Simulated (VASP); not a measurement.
Input of a VASP 6.6.1 run:

INCAR

```
ALGO = Normal ; EDIFF = 1E-6
ENCUT = 600 ; GGA = PE
GGA_COMPAT = F ; ISIF = 2
ISMEAR = 0 ; LASPH = T
LCHARG = T ; LELF = T
LREAL = F ; LVHAR = T
LWAVE = F ; NBANDS = 11
NELM = 120 ; PREC = Accurate
SIGMA = 0.01
```

File KPOINTS:

```
k-points
0
Gamma
  9 9 9
```

File POSCAR:

```
BN
1.0
    0.0000000000      1.8075000000      1.8075000000
    1.8075000000      0.0000000000      1.8075000000
    1.8075000000      1.8075000000      0.0000000000
B N
1 1
Direct
    0.0000000000      0.0000000000      0.0000000000
    0.2500000000      0.2500000000      0.2500000000
```

Potentials or basis: VASP PAW PBE potentials, release 64 (B, N).

Run with:

```console
$ cat potpaw_PBE.64/B/POTCAR potpaw_PBE.64/N/POTCAR > POTCAR
$ mpirun -np 1 vasp_std > vasp.out
```

(1) Estimate the band gap on the k mesh.

(2) What does it give for the pressure?

## Answers

(1) 4.61 eV, indirect (least direct gap 8.82 eV).

(2) 3.0 GPa.
